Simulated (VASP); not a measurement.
# Al (P6_3/mmc) in VASP: further runs, part 2 of 2

VASP 6.6.1. The steps go on from the part before.

### Step 3. Single point, revPBE (volume scaled by 1.12)

Contents of INCAR:

```
ALGO = Normal
EDIFF = 1E-6
ENCUT = 520
GGA = RE
ISIF = 2
ISMEAR = -1
LASPH = True
LCHARG = False
LREAL = False
LWAVE = False
NBANDS = 14
NELM = 100
PREC = Accurate
SIGMA = 0.1
```

Contents of KPOINTS:

```
k-points
0
Gamma
  14 14 4
```

Contents of POSCAR:

```
Al
1.0
    2.9693893364      0.0000000000      0.0000000000
   -1.4846946682      2.5715665990      0.0000000000
    0.0000000000      0.0000000000      9.8544910258
Al
4
Direct
    0.0000000000      0.0000000000      0.0000000000
    0.0000000000      0.0000000000      0.5000000000
    0.3333333333      0.6666666667      0.2500000000
    0.6666666667      0.3333333333      0.7500000000
```

Potentials or basis: VASP PAW PBE potentials, release 64 (Al).

Started as:

```sh
$ cat potpaw_PBE.64/Al/POTCAR > POTCAR
$ mpirun -np 1 vasp_std > vasp.out
```

OUTCAR:

```text
EDIFF = 1E-6
   ENCUT = 520
   GGA = RE
   ISIF = 2
   ISMEAR = -1
   LASPH = True
   LREAL = False
   NELM = 100
   PREC = Accurate

 ion  position               nearest neighbor table
   1  0.000  0.000  0.000-   3 3.00   4 3.00   3 3.00   4 3.00   4 3.00   3 3.00
   2  0.000  0.000  0.500-   3 3.00   4 3.00   3 3.00   4 3.00   4 3.00   3 3.00
   3  0.333  0.667  0.250-   1 3.00   2 3.00   1 3.00   2 3.00   1 3.00   2 3.00
   4  0.667  0.333  0.750-   1 3.00   2 3.00   1 3.00   2 3.00   1 3.00   2 3.00

  LATTYP: Found a hexagonal cell.
 ALAT       =     2.9693893364
 C/A-ratio  =     3.3186928049

  Lattice vectors:

 A1 = (   2.9693893364,   0.0000000000,   0.0000000000)
 A2 = (  -1.4846946682,   2.5715665990,   0.0000000000)
 A3 = (   0.0000000000,   0.0000000000,   9.8544910258)

Analysis of symmetry for initial positions (statically):
=====================================================================
 Subroutine PRICEL returns:
 Original cell was already a primitive cell.

 Routine SETGRP: Setting up the symmetry group for a
 hexagonal supercell.

 Subroutine GETGRP returns: Found 24 space group operations
 (whereof 12 operations were pure point group operations)
 out of a pool of 24 trial point group operations.

The static configuration has the point symmetry D_3d.
 The point group associated with its full space group is D_6h.

Analysis of symmetry for dynamics (positions and initial velocities):
=====================================================================
 Subroutine PRICEL returns:
 Original cell was already a primitive cell.

 Routine SETGRP: Setting up the symmetry group for a
 hexagonal supercell.

 Subroutine GETGRP returns: Found 24 space group operations
 (whereof 12 operations were pure point group operations)
 out of a pool of 24 trial point group operations.

The dynamic configuration has the point symmetry D_3d.
 The point group associated with its full space group is D_6h.

 Subroutine INISYM returns: Found 24 space group operations
 (whereof 12 operations are pure point group operations),
[... 126 lines left out ...]
   LHFCALC =     F    Hartree Fock is set to
   AEXX    =    0.0000 exact exchange contribution
   IVDW    =     0    specifies the selected vdW correction
   LEPSILON=     F    determine dielectric tensor
   LRPA    =     F    only Hartree local field effects (RPA)
 non-spin polarized calculation
  energy-cutoff  :      520.00
  volume of cell :       75.25
 maximum number of plane-waves:      2089
 NGX is ok and might be reduce to    24
   NGX = 11   NGY = 11   NGZ = 37

 number of electron      12.0000000 magnetization

 Free energy of the ion-electron system (eV)
  ---------------------------------------------------
  ext. energy  EPLUGINS =         0.00000000
  ---------------------------------------------------
  free energy    TOTEN  =       -13.99865700 eV

  energy without entropy =      -13.93688192  energy(sigma->0) =      -13.96776946

 E-fermi :   6.7803     XC(G=0):  -9.6927

 val. band max:        6.7600852862   @ k =   0.3571   0.1429   0.0000
 cond. band min:       6.7805475210   @ k =   0.2857   0.0714   0.2500
 fundamental gap:      0.0204622349
 Fermi energy:         6.7803345069

 k-point     1 :       0.0000    0.0000    0.0000
  band No.  band energies     occupation
      1      -3.4921      2.00000
      2      -1.9771      2.00000
      3      -1.9727      2.00000
      4       2.3912      2.00000
      5       2.5990      2.00000
      6       9.6734      0.00000
      7       9.6820      0.00000
      8      16.6669      0.00000
      9      16.6669      0.00000
     10      16.9583      0.00000
     11      16.9583      0.00000
     12      17.9771      0.00000
     13      17.9847      0.00000
     14      18.0721      0.00000
[... 377 lines left out ...]
      1       3.2447      2.00000
      2       3.3937      2.00000
      3       4.4766      2.00000
      4       4.6286      2.00000
      5       4.8112      2.00000
      6       4.8940      2.00000
      7       5.1060      2.00000
      8       6.3204      1.98009
      9       6.3806      1.96393
     10       8.8472      0.00000
     11       9.0670      0.00000
     12       9.3360      0.00000
     13       9.5331      0.00000
     14      10.6991      0.00000

 [... further k-points ...]
[... 5 lines left out ...]
  --------------------------------------------------------------------------------------
  -------------------------------------------------------------------------------------
  Total       -3.2485656     -3.2485656     -2.8558552      0.0000000      0.0000000      0.0000000
  in kB      -69.1676635    -69.1676635    -60.8061692      0.0000000      0.0000000      0.0000000
  external PRESSURE =     -66.3804987 kB  Pullay stress =       0.0000000 kB

 VOLUME and BASIS-vectors are now :
 -----------------------------------------------------------------------------
  energy-cutoff  :      520.00
  volume of cell :       75.25
      direct lattice vectors                 reciprocal lattice vectors
     2.969389336  0.000000000  0.000000000     0.336769580  0.194434008  0.000000000
    -1.484694668  2.571566599  0.000000000     0.000000000  0.388868015  0.000000000
     0.000000000  0.000000000  9.854491026     0.000000000  0.000000000  0.101476575

 POSITION                                       TOTAL-FORCE (eV/Angst)
 -----------------------------------------------------------------------------------
      0.00000      0.00000      0.00000        -0.000000      0.000000      0.000000
      0.00000      0.00000      4.92725        -0.000000      0.000000      0.000000
     -0.00000      1.71438      2.46362        -0.000000      0.000000      0.000000
      1.48469      0.85719      7.39087         0.000000      0.000000     -0.000000
 -----------------------------------------------------------------------------------
    total drift:                               -0.000000      0.000000      0.000000

  FREE ENERGIE OF THE ION-ELECTRON SYSTEM (eV)
  ---------------------------------------------------
  free  energy   TOTEN  =       -13.9986570044 eV

  energy  without entropy=      -13.9368819180  energy(sigma->0) =      -13.96776946
```

OSZICAR:

```text
N       E                     dE             d eps       ncg     rms          rms(c)
DAV:   1     0.546839457432E+01    0.54684E+01   -0.40080E+03  2016   0.643E+02
DAV:   2    -0.134226298931E+02   -0.18891E+02   -0.17363E+02  2598   0.833E+01
DAV:   3    -0.140773259954E+02   -0.65470E+00   -0.64765E+00  2738   0.126E+01
DAV:   4    -0.140821692218E+02   -0.48432E-02   -0.48418E-02  2468   0.137E+00
DAV:   5    -0.140822280150E+02   -0.58793E-04   -0.58794E-04  2664   0.155E-01    0.297E+00
DAV:   6    -0.140348502314E+02    0.47378E-01   -0.74292E-03  2400   0.548E-01    0.170E+00
DAV:   7    -0.139992900281E+02    0.35560E-01   -0.18549E-02  2406   0.810E-01    0.222E-01
DAV:   8    -0.139986744233E+02    0.61560E-03   -0.30553E-04  2798   0.978E-02    0.276E-02
DAV:   9    -0.139986572435E+02    0.17180E-04   -0.14909E-05  2546   0.193E-02    0.546E-03
DAV:  10    -0.139986570044E+02    0.23908E-06   -0.40557E-07  1812   0.441E-03
   1 F= -.13998657E+02 E0= -.13967769E+02  d E =-.617751E-01
```

stdout:

```text
POSCAR found type information on POSCAR Al
 POSCAR found :  1 types and       4 ions
 scaLAPACK will be used
 -----------------------------------------------------------------------------
|                                                                             |
|                                                                             |
|     You enforced a specific xc type in the INCAR file but a different       |
|     I HOPE YOU KNOW WHAT YOU ARE DOING!                                     |
|                                                                             |
 -----------------------------------------------------------------------------

 LDA part: xc-table for (Slater+PW92), standard interpolation
 POSCAR, INCAR and KPOINTS ok, starting setup
 FFT: planning ... GRIDC
 FFT: planning ... GRID_SOFT
 FFT: planning ... GRID
 WAVECAR not read
 entering main loop
```

Wall time 37 s (1 thread of Intel Xeon Platinum 8259CL at 2.50GHz (Skylake/Cascade Lake), shared host); peak memory 0.22 GiB.

What came out:

| Quantity | Value |
| --- | --- |
| Free energy | -13.9987 eV |
| Pressure | -6.6 GPa |
| Band gap on the k mesh | zero (band 6 reaches 10.22 eV, above the bottom of band 7 at 5.11 eV) |

Stress tensor (GPa, compression positive):
```
-6.92  0.00  0.00
 0.00 -6.92  0.00
 0.00  0.00 -6.08
```

Caveat: the cell differs from its parent crystal (volume scaled by 1.12); the PAW data sets were made with another functional, which shifts forces and pressure a little.

### Step 4. Single point, revPBE

This run uses another cell than the first one, of 16.80 Å³/atom, 0.926 times its volume.

Contents of INCAR:

```
SYSTEM = Al
PREC     = Accurate       ! precision mode
ENCUT    = 520            ! plane-wave cutoff, eV
EDIFF    = 1E-6           ! SCF threshold, eV
ISMEAR   = -1             ! smearing method
SIGMA    = 0.1            ! smearing width, eV
LREAL    = .False.        ! projectors in reciprocal space
LASPH    = .True.         ! aspherical terms in the spheres
NELM     = 80             ! most SCF steps
ALGO     = Normal         ! electronic algorithm
ISIF     = 2              ! what is computed and relaxed
LWAVE    = .False.        ! write WAVECAR
LCHARG   = .True.         ! write CHGCAR
GGA      = RE             ! functional
LELF     = .True.         ! ELF
LVHAR    = .True.       
NBANDS   = 14             ! bands
```

Contents of KPOINTS:

```
regular mesh
0
Gamma
  17 17 5
  0 0 0
```

Contents of POSCAR:

```
Al
1.0
    2.8593093012      0.0000000000      0.0000000000
   -1.4296546506      2.4762344921      0.0000000000
    0.0000000000      0.0000000000      9.4891692051
Al
4
Direct
    0.0000000000      0.0000000000      0.0000000000
    0.0000000000      0.0000000000      0.5000000000
    0.3333333333      0.6666666667      0.2500000000
    0.6666666667      0.3333333333      0.7500000000
```

Started as:

```sh
$ cat potpaw_PBE.64/Al/POTCAR > POTCAR
$ mpirun -np 1 vasp_std > vasp.out
```

Run time: 47 s. Hardware: 1 thread of Intel Xeon Platinum 8259CL at 2.50GHz (Skylake/Cascade Lake), shared host; peak memory 0.22 GiB.

It converged, with:

```yaml
Free_energy: -14.1896 eV
Pressure: -0.1 GPa
Band_gap_on_the_k_mesh: zero (band 6 reaches 11.59 eV, above the bottom of band 7 at 6.20 eV)
```

Stress tensor (GPa, compression positive):
```
 0.19  0.00  0.00
 0.00  0.19  0.00
 0.00  0.00 -0.67
```

Levels at points of the mesh, in eV from the Fermi level:
```tsv
k point	band 3	band 4	band 5	band 6	band 7	band 8	band 9	band 10
(0.00, 0.00, 0.00)	-9.38	-4.62	-4.54	3.11	3.12	10.80	10.80	10.97
```

Caveat: the PAW data sets were made with another functional, which shifts forces and pressure a little.

### Step 5. Relaxation of cell and atoms, revPBE

This run uses another cell than the first one, of 16.60 Å³/atom, 0.915 times its volume.

Contents of INCAR:

```
  PREC = Accurate
  ENCUT = 600
  EDIFF = 1E-7
  ISMEAR = -1
  SIGMA = 0.1
  LREAL = F
  LASPH = T
  NELM = 60
  ALGO = Normal
  ISIF = 3
  LWAVE = F
  LCHARG = F
  GGA = RE
  IBRION = 2
  NSW = 80
  EDIFFG = -0.01
```

Contents of KPOINTS:

```
regular mesh
0
Gamma
  13 13 4
```

Contents of POSCAR:

```
Al
1.0
    2.8634814820      0.0000000000      0.0000000000
   -1.4317407410      2.4798477067      0.0000000000
    0.0000000000      0.0000000000      9.3521305203
Al
4
Direct
    0.0000000000      0.0000000000      0.0000000000
    0.0000000000      0.0000000000      0.5000000000
    0.3333333333      0.6666666667      0.2500000000
    0.6666666667      0.3333333333      0.7500000000
```

Started as:

```sh
$ cat potpaw_PBE.64/Al/POTCAR > POTCAR
$ mpirun -np 1 vasp_std > vasp.out
```

Run time: 81 s. Hardware: 1 thread of Intel Xeon Platinum 8259CL at 2.50GHz (Skylake/Cascade Lake), shared host; peak memory 0.21 GiB.

Results (log left out):

| Item | Value |
| --- | --- |
| Free energy | -14.1936 eV |
| Relaxed volume | 16.76 Å³/atom |
| Relaxed cell | a = 2.858 Å, b = 2.858 Å, c = 9.477 Å, α = 90.00°, β = 90.00°, γ = 120.00° |
| Space group after relaxing (to 0.05 Å) | P6_3/mmc (No. 194) |
| Energy gained by relaxing | 0.7 meV/atom |
| Ionic steps | 5 |
| Pressure after relaxing | 0.0 GPa |
| Band gap on the k mesh | zero (band 6 reaches 11.51 eV, above the bottom of band 7 at 6.57 eV) |

Stress tensor (GPa, compression positive):
```
-0.03  0.00  0.00
 0.00 -0.03  0.00
 0.00  0.00  0.06
```

The path:
| step | energy change (eV) | largest force (eV/Å) | pressure (GPa) | volume (Å³) |
| --- | --- | --- | --- | --- |
| 1 | 0.0000 | 0.0000 | 0.68 | 66.41 |
| 2 | -0.0017 | 0.0000 | -0.10 | 67.09 |
| 3 | -0.0017 | 0.0000 | -0.10 | 67.09 |
| 4 | -0.0021 | 0.0000 | -0.08 | 67.08 |
| 5 | -0.0028 | 0.0000 | 0.00 | 67.05 |

Final structure:
```
CELL_PARAMETERS angstrom
2.85822 0.00000 0.00000
-1.42911 2.47529 0.00000
0.00000 0.00000 9.47668
ATOMIC_POSITIONS crystal
Al 0.00000 0.00000 0.00000
Al 0.00000 0.00000 0.50000
Al 0.33333 0.66667 0.25000
Al 0.66667 0.33333 0.75000
```

Levels at points of the mesh, in eV from the Fermi level:
```csv
k point,band 4,band 5,band 6,band 7,band 8,band 9
"(0.00, 0.00, 0.00)",-4.60,-4.50,3.15,3.16,10.82,10.82
"(0.00, 0.00, 0.50)",-7.34,-1.03,-1.03,7.90,7.90,11.14
```

Caveat: the PAW data sets were made with another functional, which shifts forces and pressure a little.

### Step 6. Overview

```tsv
task	cell	k mesh	cutoff (eV)	gap on the mesh (eV)	pressure (GPa)
single point	a = 2.934, b = 2.934, c = 9.736 Å, angles 90.0, 90.0, 120.0°, 4 atoms	14 × 14 × 4	520	none	-5.0
single point	a = 2.969, b = 2.969, c = 9.854 Å, angles 90.0, 90.0, 120.0°, 4 atoms	14 × 14 × 4	520	none	-6.6
single point	a = 2.859, b = 2.859, c = 9.489 Å, angles 90.0, 90.0, 120.0°, 4 atoms	17 × 17 × 5	520	none	-0.1
relaxation of cell and atoms	relaxed from a = 2.863, b = 2.863, c = 9.352 Å, angles 90.0, 90.0, 120.0°, 4 atoms	13 × 13 × 4	600	none	0.0
```

Alike in all rows: level revPBE; potentials or basis VASP PAW PBE potentials, release 64 (Al); no spin polarisation; smearing fermi-dirac 0.1 eV.

Caveats: the PAW data sets were made with another functional, which shifts forces and pressure a little.

Absolute energies hang on the potentials; compare differences alone.
